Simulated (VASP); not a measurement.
Set up this calculation in VASP 6.6.1, as the native input.

| Item | Value |
| --- | --- |
| Task | relaxation of cell and atoms |
| Functional | PBE |
| Potentials or basis | VASP PAW PBE potentials, release 64 (Al) |
| Cutoff | 600 eV |
| k mesh | 20 × 20 × 20 |
| Occupations | fermi-dirac, width 0.15 eV |
| Spin | no spin polarisation |
| Dipole correction | no |
| Further INCAR settings | ALGO = Fast; EDIFF = 1e-06; IBRION = 2; EDIFFG = -0.001; NSW = 80; ISIF = 3 |

The structure of Al lies in POSCAR:

```
Al
1.0
    0.0000000000      2.0207284053      2.0207284053
    2.0207284053      0.0000000000      2.0207284053
    2.0207284053      2.0207284053      0.0000000000
Al
1
Direct
    0.0000000000      0.0000000000      0.0000000000
```

These files were run (other wordings do the same):

INCAR

```
SYSTEM = Al
PREC = Accurate
ENCUT = 600
EDIFF = 1E-6
ISMEAR = -1
SIGMA = 0.15
LREAL = .FALSE.
LASPH = .TRUE.
NELM = 80
ALGO = Fast
ISIF = 3
LWAVE = .FALSE.
LCHARG = .FALSE.
GGA = PE
IBRION = 2
NSW = 80
EDIFFG = -0.001
```

KPOINTS

```
regular mesh
0
G
  20 20 20
  0 0 0
```

Potentials or basis: VASP PAW PBE potentials, release 64 (Al).

Launch:

```bash
$ cat potpaw_PBE.64/Al/POTCAR > POTCAR
$ mpirun -np 1 vasp_std > vasp.out
```

It gave:

- Pressure after relaxing: 0.0 GPa

Caveat: the relaxation stopped at its first step, so nothing moved.

Wall time 5.3 s on 1 thread of Intel(R) Xeon(R) 6975P-C (Granite Rapids), with other jobs on the host, peak memory 0.15 GiB.
